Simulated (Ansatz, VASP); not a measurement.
One calculation of LiH, two programs

POSCAR

```
LiH
1.0
    3.2548234129      0.0000000001      0.0000000000
   -1.6274117065      2.8187597604      0.0000000000
    0.0000000000      0.0000000000      4.0690682529
Li H
2 2
Direct
    0.3333333333      0.6666666667      0.2500000000
    0.6666666667      0.3333333333      0.7500000000
    0.6666666667      0.3333333333      0.2500000000
    0.3333333333      0.6666666667      0.7500000000
```

Contents of INCAR.step1:

```
PREC = Accurate ; ENCUT = 520
EDIFF = 1E-5 ; ISMEAR = 0
SIGMA = 0.01 ; LREAL = False
LASPH = True ; NELM = 80
ALGO = Normal ; ISIF = 2
LWAVE = True ; LCHARG = False
GGA = PE ; NBANDS = 12
```

File INCAR.step2:

```
PREC = Accurate ; ENCUT = 520
EDIFF = 1E-6 ; ISMEAR = 0
SIGMA = 0.01 ; LREAL = False
LASPH = True ; NELM = 80
ALGO = Normal ; ISIF = 2
LWAVE = False ; LCHARG = False
METAGGA = R2SCAN ; LHFCALC = True
AEXX = 0.1 ; LMIXTAU = True
PRECFOCK = Normal ; ISTART = 1
NBANDS = 12
```

Contents of KPOINTS:

```
Automatic mesh
0
Gamma
  6 6 4
```

Input for Ansatz:

```yaml
crystal:
  lattice:
    - [3.2548234129, 1.0e-10, 0.0]
    - [-1.6274117065, 2.8187597604, 0.0]
    - [0.0, 0.0, 4.0690682529]
  atoms:
    - { symbol: Li, position: [0.3333333333, 0.6666666667, 0.25] }
    - { symbol: Li, position: [0.6666666667, 0.3333333333, 0.75] }
    - { symbol: H, position: [0.6666666667, 0.3333333333, 0.25] }
    - { symbol: H, position: [0.3333333333, 0.6666666667, 0.75] }
kpoints:
  mp_grid: { grid: [6, 6, 4] }
  band_path:
    path:
      - [0.0, 0.0, 0.0]
      - [0.5, 0.0, 0.0]
      - [0.3333333333, 0.3333333333, 0.0]
      - [0.0, 0.0, 0.5]
      - [0.5, 0.0, 0.5]
      - [0.3333333333, 0.3333333333, 0.5]
    npoints: 1
hamiltonian:
  xc: r2scanh
scf:
  occupations: { method: fixed }
  n_extra_bands: 5
output:
  forces: true
  stress: true
  eigenvalues: true
```

Alike in both runs: task single point; functional r2SCANh; k mesh 6 × 6 × 4; no spin polarisation.

|  | VASP | Ansatz |
| --- | --- | --- |
| version | VASP 6.6.1 | Ansatz 0.2.0 |
| potentials or method | VASP PAW PBE potentials, release 64 (Li_sv, H) | plane waves, PAW |
| plane-wave cutoff (eV) | 520 | 500 |
| occupations | gaussian, width 0.01 eV | fixed |
| valence electrons in the cell | 8 | 8 |

VASP gave:

```
gap on the k mesh at the Fermi level (eV) : 2.89
```

What did Ansatz give for the same quantities?

gap on the k mesh at the Fermi level (eV): 2.91.

VASP's potentials were made for PBE, not for r2SCANh. Ansatz's warnings: stress exchange threshold loose, stress scf threshold loose.

Noted on VASP's run: the cutoff is under 1.25 times that of the potentials, so the pressure is a little rough.
